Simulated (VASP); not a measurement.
# Hf (P6/mmm) in VASP: notebook

The runs below take Hf through relaxation of shape and atoms at fixed volume, with PBE.

Everything below comes from runs of VASP 6.6.1. Logs are shortened: lines on timing, memory, paths and dates and some standing lists are left out, and cuts for length are marked.

### 1 The cell of the first run

The structure is hexagonal, space group P6/mmm (No. 191). The conventional cell has a = 2.635 Å, b = 2.635 Å, c = 2.643 Å, α = 90.00°, β = 90.00°, γ = 120.00°. Within 3.5 Å of Hf (site symmetry 6/mmm) lie 8 Hf at 2.63 to 2.64 Å.

This isn't the form of Hf at room conditions, which is hcp.

### 2 Relaxation of shape and atoms at fixed volume, PBE

The input, INCAR:

```
SYSTEM = Hf
PREC     = Accurate       ! precision mode
ENCUT    = 600            ! plane-wave cutoff, eV
EDIFF    = 1E-6           ! SCF threshold, eV
ISMEAR   = -1             ! smearing method
SIGMA    = 0.1            ! smearing width, eV
LREAL    = .FALSE.        ! projectors in reciprocal space
LASPH    = .TRUE.         ! aspherical terms in the spheres
NELM     = 60             ! most SCF steps
ALGO     = Normal         ! electronic algorithm
ISIF     = 4              ! what is computed and relaxed
LWAVE    = .FALSE.        ! write WAVECAR
LCHARG   = .FALSE.        ! write CHGCAR
GGA      = PE             ! functional
IBRION   = 2              ! ionic algorithm
NSW      = 50             ! ionic steps
EDIFFG   = -0.005         ! ionic threshold
```

The input, KPOINTS:

```
Automatic mesh
0
G
  16 16 15
  0 0 0
```

The input, POSCAR:

```
Hf
1.0
    2.6345003682      0.0000000000      0.0000000000
   -1.3172501841      2.2815442451      0.0000000000
    0.0000000000      0.0000000000      2.6431430198
Hf
1
Direct
    0.0000000000      0.0000000000      0.0000000000
```

Potentials or basis: VASP PAW PBE potentials, release 64 (Hf_pv).

On the command line:

```bash
$ cat potpaw_PBE.64/Hf_pv/POTCAR > POTCAR
$ mpirun -np 1 vasp_std > vasp.out
```

OUTCAR:

```text
SYSTEM = Hf
   PREC = Accurate
   ENCUT = 600
   EDIFF = 1E-6
   ISMEAR = -1
   LREAL = .FALSE.
   LASPH = .TRUE.
   NELM = 60
   ISIF = 4
   GGA = PE
   IBRION = 2
   NSW = 50
   EDIFFG = -0.005

 ion  position               nearest neighbor table
   1  0.000  0.000  0.000-

  LATTYP: Found a hexagonal cell.
 ALAT       =     2.6345003682
 C/A-ratio  =     1.0032805657

  Lattice vectors:

 A1 = (   2.6345003682,   0.0000000000,   0.0000000000)
 A2 = (  -1.3172501841,   2.2815442451,   0.0000000000)
 A3 = (   0.0000000000,   0.0000000000,   2.6431430198)

Analysis of symmetry for initial positions (statically):
=====================================================================
 Subroutine PRICEL returns:
 Original cell was already a primitive cell.

 Routine SETGRP: Setting up the symmetry group for a
 hexagonal supercell.

 Subroutine GETGRP returns: Found 24 space group operations
 (whereof 24 operations were pure point group operations)
 out of a pool of 24 trial point group operations.

The static configuration has the point symmetry D_6h.

Analysis of symmetry for dynamics (positions and initial velocities):
=====================================================================
 Subroutine PRICEL returns:
 Original cell was already a primitive cell.

 Routine SETGRP: Setting up the symmetry group for a
 hexagonal supercell.

 Subroutine GETGRP returns: Found 24 space group operations
 (whereof 24 operations were pure point group operations)
 out of a pool of 24 trial point group operations.

The dynamic configuration has the point symmetry D_6h.

 Subroutine INISYM returns: Found 24 space group operations
 (whereof 24 operations are pure point group operations),
 and found     1 'primitive' translations

----------------------------------------------------------------------------------------

                                     Primitive cell

  volume of cell :      15.8872

  direct lattice vectors                    reciprocal lattice vectors
     2.634500368  0.000000000  0.000000000     0.379578615  0.219149815  0.000000000
    -1.317250184  2.281544245  0.000000000     0.000000000  0.438299631  0.000000000
     0.000000000  0.000000000  2.643143020     0.000000000  0.000000000  0.378337454

  length of vectors
     2.634500368  2.634500368  2.643143020     0.438299631  0.438299631  0.378337454

  position of ions in fractional coordinates (direct lattice)
     0.000000000  0.000000000  0.000000000

  ion indices of the primitive-cell ions
   primitive index   ion index
                 1           1

----------------------------------------------------------------------------------------

 KPOINTS: Automatic mesh

Automatic generation of k-mesh.
 Grid dimensions read from file:
 generate k-points for:   16   16   15

 Generating k-lattice:

  Cartesian coordinates                     Fractional coordinates (reciprocal lattice)
     0.023723663  0.013696863  0.000000000     0.062500000  0.000000000  0.000000000
     0.000000000  0.027393727  0.000000000     0.000000000  0.062500000  0.000000000
     0.000000000  0.000000000  0.025222497     0.000000000  0.000000000  0.066666667

  Length of vectors
     0.027393727  0.027393727  0.025222497

  Shift w.r.t. Gamma in fractional coordinates (k-lattice)
     0.000000000  0.000000000  0.000000000

 Subroutine IBZKPT returns following result:
 ===========================================

 Found    240 irreducible k-points:

 Following reciprocal coordinates:
            Coordinates               Weight
  0.000000  0.000000  0.000000      1.000000
  0.062500 -0.000000  0.000000      6.000000
  0.125000 -0.000000  0.000000      6.000000
  0.187500  0.000000  0.000000      6.000000
  0.250000 -0.000000  0.000000      6.000000
  0.312500 -0.000000  0.000000      6.000000
[... 16 lines left out ...]
  0.187500  0.187500  0.000000      6.000000
  0.250000  0.187500  0.000000     12.000000
 [... further k-points ...]
   k-points           NKPTS =    240   k-points in BZ     NKDIM =    240   number of bands    NBANDS=      9
   number of dos      NEDOS =    301   number of ions     NIONS =      1
   total plane-waves  NPLWV =  13824
   dimension x,y,z NGX =    24 NGY =   24 NGZ =   24
   dimension x,y,z NGXF=    48 NGYF=   48 NGZF=   48
   ions per type =               1
   NGX,Y,Z   is equivalent  to a cutoff of  15.14, 15.14, 15.10 a.u.
   NGXF,Y,Z  is equivalent  to a cutoff of  30.29, 30.29, 30.19 a.u.
 SYSTEM =  Hf
   PREC   = accura    normal or accurate (medium, high low for compatibility)
   ISTART =      0    job   : 0-new  1-cont  2-samecut
   ICHARG =      2    charge: 1-file 2-atom 10-const
   ISPIN  =      1    spin polarized calculation?
   LNONCOLLINEAR =      F non collinear calculations
   LSORBIT =      F    spin-orbit coupling
   LASPH  =      T    aspherical Exc in radial PAW
   ENCUT  =  600.0 eV  44.10 Ry    6.64 a.u.   5.26  5.26  5.28*2*pi/ulx,y,z
   NELM   =     60;   NELMIN=  2; NELMDL= -5     # of ELM steps
   EDIFF  = 0.1E-05   stopping-criterion for ELM
   LREAL  =      F    real-space projection
   EDIFFG = -.5E-02   stopping-criterion for IOM
   NSW    =     50    number of steps for IOM
   IBRION =      2    ionic relax: 0-MD 1-quasi-New 2-CG
   NFREE  =      1    steps in history (QN), initial steepest desc. (CG)
   ISIF   =      4    stress and relaxation
   ISYM   =      2    0-nonsym 1-usesym 2-fastsym
   POTIM  = 0.5000    time-step for ionic-motion
   TEBEG  =    0.0;   TEEND  =   0.0 temperature during run
   PSTRESS=    0.0 pullay stress
   NELECT =      10.0000    total number of electrons
   NUPDOWN=      -1.0000    fix difference up-down
   EMIN   =  10.00;   EMAX   =-10.00  energy-range for DOS
   EFERMI =   0.00;   METHOD = LEGACY
   ISMEAR =    -1;   SIGMA  =   0.10  broadening in eV -4-tet -1-fermi 0-gaus
   EFERMI_NEDOS =   21; number of points for ismear=-14 and -15
   IALGO  =     38    algorithm
   IMIX   =      4    mixing-type and parameters
     AMIX     =   0.40;   BMIX     =  1.00
     AMIX_MAG =   1.60;   BMIX_MAG =  1.00
  volume/ion in A,a.u.               =      15.89       107.21
  Fermi-wavevector in a.u.,A,eV,Ry     =   1.403004  2.651293 26.781981  1.968420
  Thomas-Fermi vector in A             =   2.525709
   LORBIT       =      0    0 simple, 1 ext, 2 COOP (PROOUT), +10 PAW based schemes
   GGA     = PE    functional components
   LHFCALC =     F    Hartree Fock is set to
   AEXX    =    0.0000 exact exchange contribution
   IVDW    =     0    specifies the selected vdW correction
   LEPSILON=     F    determine dielectric tensor
   LRPA    =     F    only Hartree local field effects (RPA)
 conjugate gradient relaxation of ions
 non-spin polarized calculation
  energy-cutoff  :      600.00
  volume of cell :       15.89
 maximum number of plane-waves:       543
 NGX is ok and might be reduce to    24
   NGX = 11   NGY = 11   NGZ = 11

--------------------------------------- Ionic step        1  -------------------------------------------

 number of electron      10.0000000 magnetization

 Free energy of the ion-electron system (eV)
  ---------------------------------------------------
  ext. energy  EPLUGINS =         0.00000000
  ---------------------------------------------------
  free energy    TOTEN  =        -8.28926451 eV

  energy without entropy =       -8.27501730  energy(sigma->0) =       -8.28214090

------------------------ aborting loop because EDIFF is reached ----------------------------------------

  FORCE on cell =-STRESS in cart. coord.  units (eV):
  Direction    XX          YY          ZZ          XY          YZ          ZX
  --------------------------------------------------------------------------------------
  -------------------------------------------------------------------------------------
  Total        7.3789590      7.3789590      5.6131800     -0.0000000      0.0000000      0.0000000
  in kB      744.1454993    744.1454993    566.0720692     -0.0000000      0.0000000      0.0000000
  external PRESSURE =     684.7876893 kB  Pullay stress =       0.0000000 kB
[... 86 lines left out ...]
  FREE ENERGIE OF THE ION-ELECTRON SYSTEM (eV)
  ---------------------------------------------------
  free  energy   TOTEN  =        -8.3079634892 eV

  energy  without entropy=       -8.2906089748  energy(sigma->0) =       -8.29928623

[... ionic steps 4 to 15 ...]

--------------------------------------- Ionic step       16  -------------------------------------------

 number of electron      10.0000000 magnetization

------------------------ aborting loop because EDIFF is reached ----------------------------------------

  FORCE on cell =-STRESS in cart. coord.  units (eV):
  Direction    XX          YY          ZZ          XY          YZ          ZX
  --------------------------------------------------------------------------------------
  -------------------------------------------------------------------------------------
  Total        6.6912576      6.6912576      6.6752511      0.0000000      0.0000000      0.0000000
  in kB      674.7929060    674.7929059    673.1787051      0.0000000      0.0000000      0.0000000
  external PRESSURE =     674.2548390 kB  Pullay stress =       0.0000000 kB
[... 55 lines left out ...]
  energy  without entropy=       -8.2906582863  energy(sigma->0) =       -8.29931187

--------------------------------------- Ionic step       18  -------------------------------------------

 number of electron      10.0000000 magnetization

 Free energy of the ion-electron system (eV)
  ---------------------------------------------------
  ext. energy  EPLUGINS =         0.00000000
  ---------------------------------------------------
  free energy    TOTEN  =        -8.30796480 eV

  energy without entropy =       -8.29062780  energy(sigma->0) =       -8.29929630

 E-fermi :   7.1532     XC(G=0): -12.9068

 val. band max:        7.1531647501   @ k =   0.0625   0.0625   0.4000
 cond. band min:       7.1535855755   @ k =   0.1875   0.0625   0.0667
 fundamental gap:      0.0004208254
 Fermi energy:         7.1532215206

 k-point     1 :       0.0000    0.0000    0.0000
  band No.  band energies     occupation
      1     -21.6772      2.00000
      2     -21.3968      2.00000
      3     -21.3968      2.00000
      4      -0.6005      2.00000
      5       4.3502      2.00000
      6       8.9277      0.00000
      7       8.9277      0.00000
      8      17.1453      0.00000
      9      17.1453      0.00000
[... 265 lines left out ...]
 k-point    24 :       0.2500    0.1875    0.0000
  band No.  band energies     occupation
      1     -23.6960      2.00000
      2     -22.3890      2.00000
      3     -21.3473      2.00000
      4       4.1116      2.00000
      5       5.6659      2.00000
      6       7.3820      0.18427
      7      11.7481      0.00000
      8      14.7290      0.00000
      9      15.6471      0.00000

 [... further k-points ...]

------------------------ aborting loop because EDIFF is reached ----------------------------------------

  FORCE on cell =-STRESS in cart. coord.  units (eV):
  Direction    XX          YY          ZZ          XY          YZ          ZX
  --------------------------------------------------------------------------------------
  -------------------------------------------------------------------------------------
  Total        6.6838034      6.6838034      6.6878239      0.0000000      0.0000000     -0.0000000
  in kB      674.0411798    674.0411797    674.4466255      0.0000000      0.0000000     -0.0000000
  external PRESSURE =     674.1763284 kB  Pullay stress =       0.0000000 kB
[... 16 lines left out ...]
  FREE ENERGIE OF THE ION-ELECTRON SYSTEM (eV)
  ---------------------------------------------------
  free  energy   TOTEN  =        -8.3079647956 eV

  energy  without entropy=       -8.2906278034  energy(sigma->0) =       -8.29929630

 reached required accuracy - stopping structural energy minimisation
```

Wall time 56 s (1 thread of Intel Xeon 6975P-C (Granite Rapids), shared host); peak memory 0.18 GiB.

Results:

```
Free energy               : -8.3080 eV
Energy gained by relaxing : 18.7 meV/atom
Ionic steps               : 18
Pressure after relaxing   : 67.4 GPa
Band gap on the k mesh    : zero (bands 5 and 6 overlap by 1.28 eV)
```

Step by step:
```tsv
step	energy change (eV)	largest force (eV/Å)	pressure (GPa)	volume (Å³)
1	0.0000	0.0000	68.48	15.89
2	0.0304	0.0000	67.80	15.89
3	-0.0187	0.0000	67.41	15.89
4	-0.0187	0.0000	67.43	15.89
5	-0.0187	0.0000	67.43	15.89
6	-0.0187	0.0000	67.43	15.89
7	-0.0187	0.0000	67.43	15.89
8	-0.0187	0.0000	67.43	15.89
9	-0.0187	0.0000	67.43	15.89
10	-0.0187	0.0000	67.43	15.89
11	-0.0187	0.0000	67.43	15.89
12	-0.0187	0.0000	67.43	15.89
13	-0.0187	0.0000	67.43	15.89
14	-0.0187	0.0000	67.43	15.89
15	-0.0187	0.0000	67.43	15.89
16	-0.0187	0.0000	67.43	15.89
17	-0.0187	0.0000	67.42	15.89
18	-0.0187	0.0000	67.42	15.89
```

Final structure:
```yaml
crystal:
  lattice:
    - [2.66311, 0.00000, 0.00000]
    - [-1.33155, 2.30632, 0.00000]
    - [0.00000, 0.00000, 2.58666]
  atoms:
    - { symbol: Hf, position: [0.00000, 0.00000, 0.00000] }
```

Levels at points of the mesh, in eV from the Fermi level:
| k point | band 3 | band 4 | band 5 | band 6 | band 7 | band 8 |
| --- | --- | --- | --- | --- | --- | --- |
| (0.00, 0.00, 0.00) | -28.55 | -7.75 | -2.80 | 1.77 | 1.77 | 9.99 |
| (0.50, 0.00, 0.00) | -28.46 | -4.63 | -1.25 | 2.56 | 3.57 | 8.55 |

Caveat: spin-orbit coupling is left out, which moves the levels of the heavy elements.

### 3 Relaxation of shape and atoms at fixed volume, PBE

This run uses another cell than the first one, of 18.22 Å³/atom.

The input, INCAR:

```
PREC = Accurate ; ENCUT = 600
EDIFF = 1E-7 ; ISMEAR = -1
SIGMA = 0.1 ; LREAL = False
LASPH = True ; NELM = 100
ALGO = Normal ; ISIF = 4
LWAVE = False ; LCHARG = False
GGA = PE ; IBRION = 2
NSW = 50 ; EDIFFG = -0.005
```

The input, KPOINTS:

```
Automatic mesh
0
Gamma
  16 16 15
```

The input, POSCAR:

```
Hf
1.0
    2.7577834454      0.0000000000      0.0000000000
   -1.3788917227      2.3883105219      0.0000000000
    0.0000000000      0.0000000000      2.7668305353
Hf
1
Direct
    0.0000000000      0.0000000000      0.0000000000
```

Potentials or basis: VASP PAW PBE potentials, release 64 (Hf_pv).

On the command line:

```bash
$ cat potpaw_PBE.64/Hf_pv/POTCAR > POTCAR
$ mpirun -np 1 vasp_std > vasp.out
```

Wall time 26 s (1 thread of Intel Xeon 6975P-C (Granite Rapids), shared host); peak memory 0.18 GiB.

The run converged. Its results:

| Item | Value |
| --- | --- |
| Free energy | -9.0221 eV |
| Energy gained by relaxing | 6.2 meV/atom |
| Ionic steps | 3 |
| Pressure after relaxing | 33.7 GPa |
| Band gap on the k mesh | zero (bands 5 and 6 overlap by 0.78 eV) |

The path:
```
step  energy change (eV)  largest force (eV/Å)  pressure (GPa)  volume (Å³)
   1              0.0000                0.0000           34.28        18.22
   2              0.0006                0.0000           33.26        18.22
   3             -0.0062                0.0000           33.69        18.22
```

Final structure:
```
Hf
1.0
     2.77710    0.00000    0.00000
    -1.38855    2.40504    0.00000
     0.00000    0.00000    2.72847
Hf
1
Direct
  0.00000 0.00000 0.00000
```

Levels at points of the mesh, in eV from the Fermi level:
```
           k point  band 3  band 4  band 5  band 6  band 7  band 8
(0.00, 0.00, 0.00)  -28.98   -7.44   -2.23    1.83    1.83    8.69
(0.50, 0.00, 0.00)  -29.00   -4.04   -0.99    1.84    3.20    7.47
```

Caveat: spin-orbit coupling is left out, which moves the levels of the heavy elements.

### 4 Relaxation of shape and atoms at fixed volume, PBE

This run uses another cell than the first one, of 20.56 Å³/atom.

The input, INCAR:

```
  PREC = Accurate
  ENCUT = 600
  EDIFF = 1E-6
  ISMEAR = -1
  SIGMA = 0.1
  LREAL = F
  LASPH = T
  NELM = 80
  ALGO = Normal
  ISIF = 4
  LWAVE = F
  LCHARG = F
  GGA = PE
  IBRION = 2
  NSW = 50
  EDIFFG = -0.005
```

KPOINTS is that of step 3.

The input, POSCAR:

```
Hf
1.0
    2.8709316300      0.0000000000      0.0000000000
   -1.4354658150      2.4862997241      0.0000000000
    0.0000000000      0.0000000000      2.8803499099
Hf
1
Direct
    0.0000000000      0.0000000000      0.0000000000
```

On the command line:

```bash
$ cat potpaw_PBE.64/Hf_pv/POTCAR > POTCAR
$ mpirun -np 1 vasp_std > vasp.out
```

Wall time 24 s (1 thread of Intel Xeon 6975P-C (Granite Rapids), shared host); peak memory 0.18 GiB.

The run converged. Its results:

- Free energy: -9.3570 eV
- Energy gained by relaxing: 1.4 meV/atom
- Ionic steps: 3
- Pressure after relaxing: 13.8 GPa
- Band gap on the k mesh: zero (bands 5 and 6 overlap by 0.41 eV)

The path:
```
step  energy change (eV)  largest force (eV/Å)  pressure (GPa)  volume (Å³)
   1              0.0000                0.0000           13.96        20.56
   2             -0.0002                0.0000           13.66        20.56
   3             -0.0014                0.0000           13.77        20.56
```

Final structure:
```
CELL_PARAMETERS angstrom
2.88080 0.00000 0.00000
-1.44040 2.49485 0.00000
0.00000 0.00000 2.86064
ATOMIC_POSITIONS crystal
Hf 0.00000 0.00000 0.00000
```

Levels at points of the mesh, in eV from the Fermi level:
```csv
k point,band 3,band 4,band 5,band 6,band 7,band 8
"(0.00, 0.00, 0.00)",-29.38,-7.12,-1.83,1.82,1.82,7.64
"(0.50, 0.00, 0.00)",-29.46,-3.61,-0.78,1.34,2.88,6.60
```

Caveat: spin-orbit coupling is left out, which moves the levels of the heavy elements.

### 5 The runs side by side

| cell | gap on the mesh (eV) | pressure (GPa) |
| --- | --- | --- |
| relaxed from a = 2.635, b = 2.635, c = 2.643 Å, angles 90.0, 90.0, 120.0°, 1 atom | none | 67.4 |
| relaxed from a = 2.758, b = 2.758, c = 2.767 Å, angles 90.0, 90.0, 120.0°, 1 atom | none | 33.7 |
| relaxed from a = 2.871, b = 2.871, c = 2.880 Å, angles 90.0, 90.0, 120.0°, 1 atom | none | 13.8 |

Alike in all rows: task relaxation of shape and atoms at fixed volume; level PBE; potentials or basis VASP PAW PBE potentials, release 64 (Hf_pv); no spin polarisation; k mesh 16 × 16 × 15; cutoff (eV) 600; smearing fermi-dirac 0.1 eV.

Caveats: spin-orbit coupling is left out, which moves the levels of the heavy elements.

Total energies depend on the potentials used, so only differences within one code and one set of settings carry meaning.
